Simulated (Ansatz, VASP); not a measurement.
**HfO2 in VASP and in Ansatz**

File INCAR:

```
PREC = Accurate ; ENCUT = 520
EDIFF = 1E-8 ; ISMEAR = -1
SIGMA = 0.01 ; LREAL = False
LASPH = True ; NELM = 80
ALGO = Normal ; ISIF = 2
LWAVE = False ; LCHARG = False
GGA = PE ; LEFG = True
NBANDS = 18
```

Contents of KPOINTS:

```
Automatic mesh
0
Gamma
  9 9 9
```

POSCAR

```
HfO2
1.0
   -0.0767250000      2.5191375000      2.5191375000
    2.5191375000     -0.0767250000      2.5191375000
    2.5191375000      2.5191375000     -0.0767250000
Hf O
1 2
Direct
    0.0000000000      0.0000000000      0.0000000000
    0.2500000000      0.2500000000      0.2500000000
    0.7500000000      0.7500000000      0.7500000000
```

Input for Ansatz:

```yaml
crystal:
  lattice:
    - [-0.076725, 2.5191375, 2.5191375]
    - [2.5191375, -0.076725, 2.5191375]
    - [2.5191375, 2.5191375, -0.076725]
  atoms:
    - { symbol: Hf, position: [0.0, 0.0, 0.0] }
    - { symbol: O, position: [0.25, 0.25, 0.25] }
    - { symbol: O, position: [0.75, 0.75, 0.75] }
kpoints:
  mp_grid: { grid: [9, 9, 9] }
scf:
  occupations: { method: fermi_dirac, width: 0.01 }
hamiltonian:
  xc: pbe
  pseudopotentials: { kind: all_electron, datasets: crystal }
output:
  forces: true
  stress: true
  eigenvalues: true
  efg: { contact_densities: true }
```

Change from the starting cell: equal xy, yz and zx shear strains of -3 %, crystal datasets.

Alike in both runs: task electric field gradients; functional PBE; k mesh 9 × 9 × 9; occupations fermi-dirac, width 0.01 eV; no spin polarisation.

```csv
,VASP,Ansatz
version,VASP 6.6.1,Ansatz 0.2.0
potentials or method,"VASP PAW PBE potentials, release 64 (Hf_pv, O), cutoff 520 eV","all-electron PAW with datasets made for the crystal, scalar-relativistic"
```

```csv
,VASP,Ansatz,Ansatz less VASP
gap on the k mesh at the Fermi level (eV),3.85,3.84,-0.015
pressure (GPa),-5.2,-1.7,+3.54
"traceless stress, the component that is largest in VASP (GPa)",2.79,2.93,+0.145
rms of the force components (eV/Å),0.172,0.187,+0.0153
size of Vzz on the site where it differs most (V/Å²),116.3,136.5,+20.21
```

Atom by atom the forces differ by 0.015 eV/Å (rms over components). Ansatz ran all-electron here, and VASP with PAW potentials.

Neither program's run includes spin-orbit coupling.
